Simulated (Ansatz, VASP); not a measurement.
# Two plane-wave programs on ZnO

```
CELL_PARAMETERS angstrom
3.24940 0.00000 0.00000
-1.62470 2.81406 0.00000
0.00000 0.00000 5.20380
ATOMIC_POSITIONS crystal
Zn 0.33333 0.66667 0.00000
Zn 0.66667 0.33333 0.50000
O 0.33333 0.66667 0.38210
O 0.66667 0.33333 0.88210
```

Alike in both runs: task electric field gradients; functional LDA; k mesh 8 × 8 × 5; occupations fermi-dirac, width 0.01 eV; no spin polarisation.

```csv
,VASP,Ansatz
version,VASP 6.6.1,Ansatz 0.2.0
potentials or method,"VASP PAW LDA potentials, release 64 (Zn, O)","PAW with Ansatz's default frozen-core files, scalar-relativistic"
plane-wave cutoff (eV),520,420
valence electrons in the cell,36,36
```

```csv
,VASP,Ansatz,Ansatz less VASP
gap on the k mesh at the Fermi level (eV),0.74,0.74,-0.007
pressure (GPa),-6.0,-7.1,-1.05
"traceless stress, the component that is largest in VASP (GPa)",0.40,0.44,+0.033
rms of the force components (eV/Å),0.024,0.023,-0.0010
size of Vzz on the site where it differs most (V/Å²),7.8,7.4,-0.39
```

LDA's correlation is that of Perdew and Zunger in VASP and of Perdew and Wang (1992) in Ansatz. Atom by atom the forces differ by 0.001 eV/Å (rms over components).
